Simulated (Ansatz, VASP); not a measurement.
One calculation of Te, two programs

Contents of INCAR:

```
PREC = Accurate ; ENCUT = 520
EDIFF = 1E-6 ; ISMEAR = -1
SIGMA = 0.1 ; LREAL = F
LASPH = T ; NELM = 80
ALGO = Normal ; ISIF = 2
LWAVE = F ; LCHARG = F
GGA = B5 ; ALDAX = 1.0
AGGAX = 1.0 ; AGGAC = 1.0
ALDAC = 0.0 ; NBANDS = 9
```

File KPOINTS:

```
Automatic mesh
0
Gamma
  12 12 12
```

Contents of POSCAR:

```
Te
1.0
    0.0000000000      2.6174120058      2.6174120058
    2.6174120058      0.0000000000      2.6174120058
    2.6174120058      2.6174120058      0.0000000000
Te
1
Direct
    0.0000000000      0.0000000000      0.0000000000
```

Input for Ansatz:

```yaml
crystal:
  lattice:
    - [0.0, 2.6174120058, 2.6174120058]
    - [2.6174120058, 0.0, 2.6174120058]
    - [2.6174120058, 2.6174120058, 0.0]
  atoms:
    - { symbol: Te, position: [0.0, 0.0, 0.0] }
hamiltonian:
  xc: blyp
  pseudopotentials:
    kind: paw
    azcp:
      Te: "pseudopotentials/Te.paw.azcp"
basis:
  ecutwfc: 420
  fft_grid_basis: typed
kpoints:
  mp_grid: { grid: [12, 12, 12], shift: [0, 0, 0] }
magnetization:
  spin_polarized: false
scf:
  occupations: { method: fermi_dirac, width: 0.1 }
  lower_state_search: "off"
output:
  stress: true
```

Alike in both runs: task single point; functional BLYP; k mesh 12 × 12 × 12; occupations fermi-dirac, width 0.1 eV; no spin polarisation.

```csv
,VASP,Ansatz
version,VASP 6.6.1,Ansatz 0.2.0
potentials or method,"VASP PAW PBE potentials, release 64 (Te), cutoff 520 eV","plane waves (420 eV) with PAW, scalar-relativistic"
valence electrons in the cell,6,16
```

|  | VASP | Ansatz | Ansatz less VASP |
| --- | --- | --- | --- |
| pressure (GPa) | -3.1 | -3.1 | -0.06 |

VASP's potentials were made for PBE, not for BLYP. VASP's potentials hold 6 valence electrons a cell and Ansatz's 16, so a difference there can come from the potentials and not from the codes.

Neither program's run includes spin-orbit coupling.
